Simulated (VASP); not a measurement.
A run of VASP 6.6.1 is set up as follows.

Contents of INCAR:

```
SYSTEM = GdMg
PREC = Accurate
ENCUT = 520
EDIFF = 1E-6
ISMEAR = -1
SIGMA = 0.05
LREAL = .False.
LASPH = .True.
NELM = 150
ALGO = Normal
ISIF = 2
LWAVE = .False.
LCHARG = .True.
ISPIN = 2
MAGMOM = 7 0
LORBIT = 11
LMAXMIX = 6
GGA = PS
LELF = .True.
LVHAR = .True.
NBANDS = 21
```

File KPOINTS:

```
regular mesh
0
Gamma
  8 8 8
  0 0 0
```

Contents of POSCAR:

```
GdMg
1.0
    3.8240000000      0.0000000000      0.0000000000
    0.0000000000      3.8240000000      0.0000000000
    0.0000000000      0.0000000000      3.8240000000
Gd Mg
1 1
Direct
    0.0000000000      0.0000000000      0.0000000000
    0.5000000000      0.5000000000      0.5000000000
```

Potentials or basis: VASP PAW PBE potentials, release 64 (Gd, Mg).

Command:

```console
$ cat potpaw_PBE.64/Gd/POTCAR potpaw_PBE.64/Mg/POTCAR > POTCAR
$ mpirun -np 1 vasp_std > vasp.out
```

Estimate the pressure.

-1.3 GPa.

Predict the site moments.

Gd +6.93; Mg +0.00 μB.

Predict the net moment.

7.56 μB per cell.

Caveat: the PAW data sets were made with another functional, which shifts forces and pressure a little. The state reached can hang on the start; a lower one may exist.
